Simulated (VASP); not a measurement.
# Bi (Fm-3m) in VASP: further runs

Bi is run at these levels: r2SCAN; tasks: single point.

All numbers are computed with VASP 6.6.1; they aren't measurements. Logs are shortened: lines on timing, memory, paths and dates and some standing lists are left out, and cuts for length are marked.

## Step 1: The cell of the first run

The structure is cubic, space group Fm-3m (No. 225). The conventional cell has a = 4.799 Å, b = 4.799 Å, c = 4.799 Å, α = 90.00°, β = 90.00°, γ = 90.00°. Within 4.5 Å of Bi (site symmetry m-3m) lie 12 Bi at 3.39 Å.

## Step 2: Single point, r2SCAN (volume scaled by 0.88)

Contents of POSCAR:

```
Bi
1.0
    0.0000000000      2.3994707481      2.3994707481
    2.3994707481      0.0000000000      2.3994707481
    2.3994707481      2.3994707481      0.0000000000
Bi
1
Direct
    0.0000000000      0.0000000000      0.0000000000
```

Contents of INCAR.step1:

```
PREC = Accurate
ENCUT = 520
ISMEAR = -1
SIGMA = 0.1
LREAL = False
LASPH = True
NELM = 100
NBANDS = 14
GGA = PE
ALGO = Normal
EDIFF = 1E-4
LWAVE = True
LCHARG = False
```

Contents of INCAR.step2:

```
PREC = Accurate
ENCUT = 520
EDIFF = 1E-6
ISMEAR = -1
SIGMA = 0.1
LREAL = False
LASPH = True
NELM = 100
ALGO = Normal
ISIF = 2
LWAVE = False
LCHARG = False
METAGGA = R2SCAN
LMIXTAU = True
NBANDS = 14
ISTART = 1
```

Contents of KPOINTS:

```
Automatic mesh
0
Gamma
  12 12 12
```

Potentials or basis: VASP PAW PBE potentials, release 64 (Bi_d).

Launch:

```
cat potpaw_PBE.64/Bi_d/POTCAR > POTCAR
cp INCAR.step1 INCAR
mpirun -np 1 vasp_std > vasp.out
cp INCAR.step2 INCAR
mpirun -np 1 vasp_std > vasp.out
```

OUTCAR:

```text
PREC = Accurate
   ENCUT = 520
   EDIFF = 1E-6
   ISMEAR = -1
   LREAL = False
   LASPH = True
   NELM = 100
   ISIF = 2
   METAGGA = R2SCAN
   ISTART = 1

 ion  position               nearest neighbor table
   1  0.000  0.000  0.000-

  LATTYP: Found a face centered cubic cell.
 ALAT       =     4.7989414962

  Lattice vectors:

 A1 = (   0.0000000000,   2.3994707481,   2.3994707481)
 A2 = (   2.3994707481,   0.0000000000,   2.3994707481)
 A3 = (   2.3994707481,   2.3994707481,   0.0000000000)

Analysis of symmetry for initial positions (statically):
=====================================================================
 Subroutine PRICEL returns:
 Original cell was already a primitive cell.

 Routine SETGRP: Setting up the symmetry group for a
 face centered cubic supercell.

 Subroutine GETGRP returns: Found 48 space group operations
 (whereof 48 operations were pure point group operations)
 out of a pool of 48 trial point group operations.

The static configuration has the point symmetry O_h .

Analysis of symmetry for dynamics (positions and initial velocities):
=====================================================================
 Subroutine PRICEL returns:
 Original cell was already a primitive cell.

 Routine SETGRP: Setting up the symmetry group for a
 face centered cubic supercell.

 Subroutine GETGRP returns: Found 48 space group operations
 (whereof 48 operations were pure point group operations)
 out of a pool of 48 trial point group operations.

The dynamic configuration has the point symmetry O_h .

 Subroutine INISYM returns: Found 48 space group operations
 (whereof 48 operations are pure point group operations),
 and found     1 'primitive' translations

----------------------------------------------------------------------------------------

                                     Primitive cell

  volume of cell :      27.6297

  direct lattice vectors                    reciprocal lattice vectors
     0.000000000  2.399470748  2.399470748    -0.208379285  0.208379285  0.208379285
     2.399470748  0.000000000  2.399470748     0.208379285 -0.208379285  0.208379285
     2.399470748  2.399470748  0.000000000     0.208379285  0.208379285 -0.208379285

  length of vectors
     3.393364074  3.393364074  3.393364074     0.360923510  0.360923510  0.360923510

  position of ions in fractional coordinates (direct lattice)
     0.000000000  0.000000000  0.000000000

  ion indices of the primitive-cell ions
   primitive index   ion index
                 1           1

----------------------------------------------------------------------------------------

 KPOINTS: Automatic mesh

Automatic generation of k-mesh.
 Grid dimensions read from file:
 generate k-points for:   12   12   12

 Generating k-lattice:

  Cartesian coordinates                     Fractional coordinates (reciprocal lattice)
    -0.017364940  0.017364940  0.017364940     0.083333333  0.000000000  0.000000000
     0.017364940 -0.017364940  0.017364940     0.000000000  0.083333333  0.000000000
     0.017364940  0.017364940 -0.017364940     0.000000000  0.000000000  0.083333333

  Length of vectors
     0.030076959  0.030076959  0.030076959

  Shift w.r.t. Gamma in fractional coordinates (k-lattice)
     0.000000000  0.000000000  0.000000000

 Subroutine IBZKPT returns following result:
 ===========================================

 Found     72 irreducible k-points:

 Following reciprocal coordinates:
            Coordinates               Weight
  0.000000  0.000000  0.000000      1.000000
  0.083333  0.000000  0.000000      8.000000
  0.166667  0.000000  0.000000      8.000000
  0.250000  0.000000  0.000000      8.000000
  0.333333  0.000000  0.000000      8.000000
  0.416667  0.000000  0.000000      8.000000
[... 16 lines left out ...]
  0.500000  0.166667  0.000000     24.000000
 -0.416667  0.166667  0.000000     24.000000
 [... further k-points ...]
   k-points           NKPTS =     72   k-points in BZ     NKDIM =     72   number of bands    NBANDS=     14
   number of dos      NEDOS =    301   number of ions     NIONS =      1
   total plane-waves  NPLWV =  21952
   dimension x,y,z NGX =    28 NGY =   28 NGZ =   28
   dimension x,y,z NGXF=    56 NGYF=   56 NGZF=   56
   ions per type =               1
   NGX,Y,Z   is equivalent  to a cutoff of  13.72, 13.72, 13.72 a.u.
   NGXF,Y,Z  is equivalent  to a cutoff of  27.44, 27.44, 27.44 a.u.
 SYSTEM =  unknown system
   PREC   = accura    normal or accurate (medium, high low for compatibility)
   ISTART =      1    job   : 0-new  1-cont  2-samecut
   ICHARG =      0    charge: 1-file 2-atom 10-const
   ISPIN  =      1    spin polarized calculation?
   LNONCOLLINEAR =      F non collinear calculations
   LSORBIT =      F    spin-orbit coupling
   LASPH  =      T    aspherical Exc in radial PAW
   ENCUT  =  520.0 eV  38.22 Ry    6.18 a.u.   6.31  6.31  6.31*2*pi/ulx,y,z
   NELM   =    100;   NELMIN=  2; NELMDL=  0     # of ELM steps
   EDIFF  = 0.1E-05   stopping-criterion for ELM
   LREAL  =      F    real-space projection
   EDIFFG = 0.1E-04   stopping-criterion for IOM
   NSW    =      0    number of steps for IOM
   IBRION =     -1    ionic relax: 0-MD 1-quasi-New 2-CG
   NFREE  =      0    steps in history (QN), initial steepest desc. (CG)
   ISIF   =      2    stress and relaxation
   ISYM   =      2    0-nonsym 1-usesym 2-fastsym
   POTIM  = 0.5000    time-step for ionic-motion
   TEBEG  =    0.0;   TEEND  =   0.0 temperature during run
   PSTRESS=    0.0 pullay stress
   NELECT =      15.0000    total number of electrons
   NUPDOWN=      -1.0000    fix difference up-down
   EMIN   =  10.00;   EMAX   =-10.00  energy-range for DOS
   EFERMI =   0.00;   METHOD = LEGACY
   ISMEAR =    -1;   SIGMA  =   0.10  broadening in eV -4-tet -1-fermi 0-gaus
   EFERMI_NEDOS =   21; number of points for ismear=-14 and -15
   IALGO  =     38    algorithm
   IMIX   =      4    mixing-type and parameters
     AMIX     =   0.40;   BMIX     =  1.00
     AMIX_MAG =   1.60;   BMIX_MAG =  1.00
  volume/ion in A,a.u.               =      27.63       186.45
  Fermi-wavevector in a.u.,A,eV,Ry     =   1.335508  2.523744 24.267097  1.783581
  Thomas-Fermi vector in A             =   2.464207
   LORBIT       =      0    0 simple, 1 ext, 2 COOP (PROOUT), +10 PAW based schemes
   METAGGA = R2SCAN    functional components
   LHFCALC =     F    Hartree Fock is set to
   AEXX    =    0.0000 exact exchange contribution
   IVDW    =     0    specifies the selected vdW correction
   LEPSILON=     F    determine dielectric tensor
   LRPA    =     F    only Hartree local field effects (RPA)
 non-spin polarized calculation
  energy-cutoff  :      520.00
  volume of cell :       27.63
 maximum number of plane-waves:       757
 NGX is ok and might be reduce to    28
   NGX = 13   NGY = 13   NGZ = 13

 number of electron      15.0000000 magnetization

 Free energy of the ion-electron system (eV)
  ---------------------------------------------------
  ext. energy  EPLUGINS =         0.00000000
  ---------------------------------------------------
  free energy    TOTEN  =       -58.11522999 eV

  energy without entropy =      -58.09619305  energy(sigma->0) =      -58.10571152

 E-fermi :   9.5430     XC(G=0): -11.7565

 val. band max:        9.5035815929   @ k =  -0.1667   0.2500   0.0833
 cond. band min:       9.5686182042   @ k =  -0.4167   0.4167   0.0833
 fundamental gap:      0.0650366113
 Fermi energy:         9.5429737054

 k-point     1 :       0.0000    0.0000    0.0000
  band No.  band energies     occupation
      1     -14.4298      2.00000
      2     -14.4298      2.00000
      3     -14.4298      2.00000
      4     -14.3134      2.00000
      5     -14.3134      2.00000
      6      -5.6643      2.00000
      7      15.5783      0.00000
      8      15.5783      0.00000
      9      15.5783      0.00000
     10      19.1553      0.00000
     11      20.8371      0.00000
     12      21.5499      0.00000
     13      21.5499      0.00000
     14      21.5499      0.00000

 k-point     2 :       0.0833    0.0000    0.0000
  band No.  band energies     occupation
      1     -14.4290      2.00000
      2     -14.4213      2.00000
      3     -14.4213      2.00000
      4     -14.3135      2.00000
      5     -14.3135      2.00000
      6      -5.5181      2.00000
      7      14.0033      0.00000
      8      15.3955      0.00000
      9      15.3955      0.00000
     10      18.7297      0.00000
     11      21.4839      0.00000
     12      21.8659      0.00000
     13      21.8659      0.00000
     14      23.3414      0.00000

 k-point     3 :       0.1667    0.0000    0.0000
  band No.  band energies     occupation
      1     -14.4276      2.00000
      2     -14.4045      2.00000
      3     -14.4045      2.00000
      4     -14.3072      2.00000
      5     -14.3072      2.00000
      6      -5.0819      2.00000
      7      11.2157      0.00000
      8      14.9537      0.00000
      9      14.9538      0.00000
     10      18.2999      0.00000
     11      22.2983      0.00000
     12      22.3331      0.00000
     13      22.3331      0.00000
     14      22.7288      0.00000

 k-point     4 :       0.2500    0.0000    0.0000
  band No.  band energies     occupation
      1     -14.4271      2.00000
      2     -14.3991      2.00000
      3     -14.3991      2.00000
      4     -14.2806      2.00000
      5     -14.2806      2.00000
      6      -4.3686      2.00000
      7       8.4346      1.99997
      8      14.4382      0.00000
      9      14.4382      0.00000
     10      18.0472      0.00000
     11      21.0232      0.00000
     12      21.5761      0.00000
     13      21.5761      0.00000
     14      24.2284      0.00000

 k-point     5 :       0.3333    0.0000    0.0000
  band No.  band energies     occupation
      1     -14.4283      2.00000
      2     -14.4064      2.00000
      3     -14.4064      2.00000
      4     -14.2407      2.00000
      5     -14.2407      2.00000
      6      -3.4263      2.00000
      7       5.9503      2.00000
      8      13.9854      0.00000
      9      13.9854      0.00000
     10      17.9851      0.00000
     11      19.9662      0.00000
[... 276 lines left out ...]
 k-point    22 :       0.4167    0.1667    0.0000
  band No.  band energies     occupation
      1     -14.4557      2.00000
      2     -14.3882      2.00000
      3     -14.3530      2.00000
      4     -14.2726      2.00000
      5     -14.2005      2.00000
      6      -2.6132      2.00000
      7       5.6301      2.00000
      8      11.2228      0.00000
      9      12.0992      0.00000
     10      16.6050      0.00000
     11      21.0825      0.00000
     12      22.6761      0.00000
     13      23.0591      0.00000
     14      24.2400      0.00000

 k-point    23 :       0.5000    0.1667    0.0000
  band No.  band energies     occupation
      1     -14.4475      2.00000
      2     -14.3849      2.00000
      3     -14.3623      2.00000
      4     -14.2515      2.00000
      5     -14.1922      2.00000
      6      -1.7348      2.00000
      7       4.0910      2.00000
      8      10.4961      0.00015
      9      12.2567      0.00000
     10      16.5979      0.00000
     11      21.5186      0.00000
     12      22.3721      0.00000
     13      23.7811      0.00000
     14      24.3762      0.00000

 k-point    24 :      -0.4167    0.1667    0.0000
  band No.  band energies     occupation
      1     -14.4371      2.00000
      2     -14.3846      2.00000
      3     -14.3670      2.00000
      4     -14.2360      2.00000
      5     -14.2101      2.00000
      6      -1.5728      2.00000
      7       3.8498      2.00000
      8      10.0094      0.01868
      9      12.7130      0.00000
     10      16.8818      0.00000
     11      21.0956      0.00000
     12      21.8994      0.00000
     13      24.7248      0.00000
     14      25.9756      0.00000

 [... further k-points ...]

------------------------ aborting loop because EDIFF is reached ----------------------------------------

  FORCE on cell =-STRESS in cart. coord.  units (eV):
  Direction    XX          YY          ZZ          XY          YZ          ZX
  --------------------------------------------------------------------------------------
  -------------------------------------------------------------------------------------
  Total        1.5906513      1.5906513      1.5906513      0.0000000     -0.0000000     -0.0000000
  in kB       92.2378518     92.2378518     92.2378518      0.0000000     -0.0000000     -0.0000000
  external PRESSURE =      92.2378518 kB  Pullay stress =       0.0000000 kB

 VOLUME and BASIS-vectors are now :
 -----------------------------------------------------------------------------
  energy-cutoff  :      520.00
  volume of cell :       27.63
      direct lattice vectors                 reciprocal lattice vectors
     0.000000000  2.399470748  2.399470748    -0.208379285  0.208379285  0.208379285
     2.399470748  0.000000000  2.399470748     0.208379285 -0.208379285  0.208379285
     2.399470748  2.399470748  0.000000000     0.208379285  0.208379285 -0.208379285

 POSITION                                       TOTAL-FORCE (eV/Angst)
 -----------------------------------------------------------------------------------
      0.00000      0.00000      0.00000        -0.000000     -0.000000     -0.000000
 -----------------------------------------------------------------------------------
    total drift:                               -0.000000     -0.000000     -0.000000

  FREE ENERGIE OF THE ION-ELECTRON SYSTEM (eV)
  ---------------------------------------------------
  free  energy   TOTEN  =       -58.1152299942 eV

  energy  without entropy=      -58.0961930476  energy(sigma->0) =      -58.10571152
```

Wall time 58 s (1 thread of Intel Xeon Platinum 8559C (Emerald Rapids), shared host); peak memory 0.17 GiB.

What came out:

```
Free energy : -58.1152 eV
Pressure    : 9.2 GPa
```

Levels at points of the mesh, in eV from the Fermi level:
| k point | band 4 | band 5 | band 6 | band 7 | band 8 | band 9 | band 10 | band 11 |
| --- | --- | --- | --- | --- | --- | --- | --- | --- |
| (0.00, 0.00, 0.00) | -23.86 | -23.86 | -15.21 | 6.04 | 6.04 | 6.04 | 9.61 | 11.29 |
| (0.50, 0.00, 0.00) | -23.74 | -23.74 | -11.44 | -6.38 | 4.03 | 4.03 | 8.74 | 9.23 |
| (0.50, 0.50, 0.00) | -23.71 | -23.71 | -9.93 | -5.46 | 0.31 | 0.31 | 4.65 | 5.66 |

Caveat: the PAW data sets were made with another functional, which shifts forces and pressure a little; spin-orbit coupling is left out, which moves the levels of the heavy elements.

## Step 3: Single point, r2SCAN (volume scaled by 0.92)

Contents of POSCAR:

```
Bi
1.0
    0.0000000000      2.4352890250      2.4352890250
    2.4352890250      0.0000000000      2.4352890250
    2.4352890250      2.4352890250      0.0000000000
Bi
1
Direct
    0.0000000000      0.0000000000      0.0000000000
```

Contents of INCAR.step1:

```
SYSTEM = Bi
  ALGO = Normal
  EDIFF = 1E-4
  ENCUT = 520
  GGA = PE
  ISMEAR = -1
  LASPH = .TRUE.
  LCHARG = .FALSE.
  LREAL = .FALSE.
  LWAVE = .TRUE.
  NBANDS = 14
  NELM = 80
  PREC = Accurate
  SIGMA = 0.1
```

Contents of INCAR.step2:

```
SYSTEM = Bi
  ALGO = Normal
  EDIFF = 1E-7
  ENCUT = 520
  ISIF = 2
  ISMEAR = -1
  ISTART = 1
  LASPH = .TRUE.
  LCHARG = .TRUE.
  LELF = .TRUE.
  LMIXTAU = .TRUE.
  LREAL = .FALSE.
  LVHAR = .TRUE.
  LWAVE = .FALSE.
  METAGGA = R2SCAN
  NBANDS = 14
  NELM = 80
  PREC = Accurate
  SIGMA = 0.1
```

Contents of KPOINTS:

```
k-points
0
G
  12 12 12
  0 0 0
```

Potentials or basis: VASP PAW PBE potentials, release 64 (Bi_d).

Launch:

```
cat potpaw_PBE.64/Bi_d/POTCAR > POTCAR
cp INCAR.step1 INCAR
mpirun -np 1 vasp_std > vasp.out
cp INCAR.step2 INCAR
mpirun -np 1 vasp_std > vasp.out
```

It took 71 s on 1 thread of Intel Xeon Platinum 8559C (Emerald Rapids), shared host; peak memory 0.17 GiB.

The run converged. Its results:

```yaml
Free_energy: -58.1723 eV
Pressure: 5.3 GPa
```

Levels at points of the mesh, in eV from the Fermi level:
```
           k point  band 4  band 5  band 6  band 7  band 8  band 9  band 10  band 11
(0.00, 0.00, 0.00)  -23.83  -23.83  -14.84    5.69    5.69    5.69     9.66    10.70
(0.50, 0.00, 0.00)  -23.73  -23.73  -11.35   -6.08    3.81    3.81     8.40     9.27
(0.50, 0.50, 0.00)  -23.70  -23.70   -9.97   -5.21    0.31    0.31     4.60     5.61
```

Caveat: the PAW data sets were made with another functional, which shifts forces and pressure a little; spin-orbit coupling is left out, which moves the levels of the heavy elements.
